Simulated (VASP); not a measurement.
Input of a VASP 6.6.1 run:

File INCAR:

```
ALGO = Normal
EDIFF = 1E-6
ENCUT = 520
GGA = CA
ISIF = 2
ISMEAR = 0
LASPH = T
LCHARG = T
LELF = T
LREAL = F
LVHAR = T
LWAVE = F
NBANDS = 16
NELM = 60
PREC = Accurate
SIGMA = 0.05
```

File KPOINTS:

```
k-points
0
Gamma
  6 6 6
```

POSCAR

```
InSb
1.0
    0.0000000000      3.2478891405      3.2478891405
    3.2478891405      0.0000000000      3.2478891405
    3.2478891405      3.2478891405      0.0000000000
In Sb
1 1
Direct
    0.0000000000      0.0000000000      0.0000000000
    0.7500000000      0.7500000000      0.7500000000
```

Potentials or basis: VASP PAW LDA potentials, release 64 (In_d, Sb).

Command:

```sh
$ cat potpaw_LDA.64/In_d/POTCAR potpaw_LDA.64/Sb/POTCAR > POTCAR
$ mpirun -np 1 vasp_std > vasp.out
```

What does it give for the pressure?

-0.8 GPa.

Estimate the band gap on the k mesh.

zero (filled and empty bands touch).

Caveat: spin-orbit coupling is left out, which moves the levels of the heavy elements.
